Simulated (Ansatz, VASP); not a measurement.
# Sn in VASP and in Ansatz

INCAR

```
ALGO     = Fast           # electronic algorithm
EDIFF    = 1E-6           # SCF threshold, eV
ENCUT    = 520            # plane-wave cutoff, eV
GGA      = PS             # functional
ISIF     = 2              # what is computed and relaxed
ISMEAR   = 0              # smearing method
LASPH    = True           # aspherical terms in the spheres
LCHARG   = True           # write CHGCAR
LELF     = True           # ELF
LREAL    = False          # projectors in reciprocal space
LVHAR    = True         
LWAVE    = False          # write WAVECAR
NBANDS   = 13             # bands
NELM     = 80             # most SCF steps
PREC     = Accurate       # precision mode
SIGMA    = 0.15           # smearing width, eV
```

The input KPOINTS:

```
k-points
0
Gamma
  18 18 18
```

The input POSCAR:

```
Sn
1.0
   -1.7430796737      1.7430796737      1.8946518192
    1.7430796737     -1.7430796737      1.8946518192
    1.7430796737      1.7430796737     -1.8946518192
Sn
1
Direct
    0.0000000000      0.0000000000      0.0000000000
```

Input for Ansatz:

```yaml
crystal:
  lattice:
    - [-1.7430796737, 1.7430796737, 1.8946518192]
    - [1.7430796737, -1.7430796737, 1.8946518192]
    - [1.7430796737, 1.7430796737, -1.8946518192]
  atoms:
    - { symbol: Sn, position: [0.0, 0.0, 0.0] }
basis:
  ecutwfc: 420
kpoints:
  mp_grid: { grid: [18, 18, 18] }
hamiltonian:
  xc: pbesol
scf:
  occupations: { method: gaussian, width: 0.15 }
output:
  forces: true
  stress: true
  eigenvalues: true
```

Change from the starting cell: strain -0.080 along x and y, +0.000 along z, atoms carried along.

Alike in both runs: task single point; functional PBEsol; k mesh 18 × 18 × 18; occupations gaussian, width 0.15 eV; no spin polarisation.

```csv
,VASP,Ansatz
version,VASP 6.6.1,Ansatz 0.2.0
potentials or method,"VASP PAW PBE potentials, release 64 (Sn_d), cutoff 520 eV","scalar-relativistic, plane waves, PAW"
valence electrons in the cell,14,14
```

VASP gave:

```
gap on the k mesh at the Fermi level (eV) : none
pressure (GPa)                            : 9.8
```

Problem. Which values does Ansatz return?

Solution. gap on the k mesh at the Fermi level (eV): none; pressure (GPa): 9.9.

VASP's potentials were made for PBE, not for PBEsol. A gap of «none» marks a metal or a gap that the smearing closes.
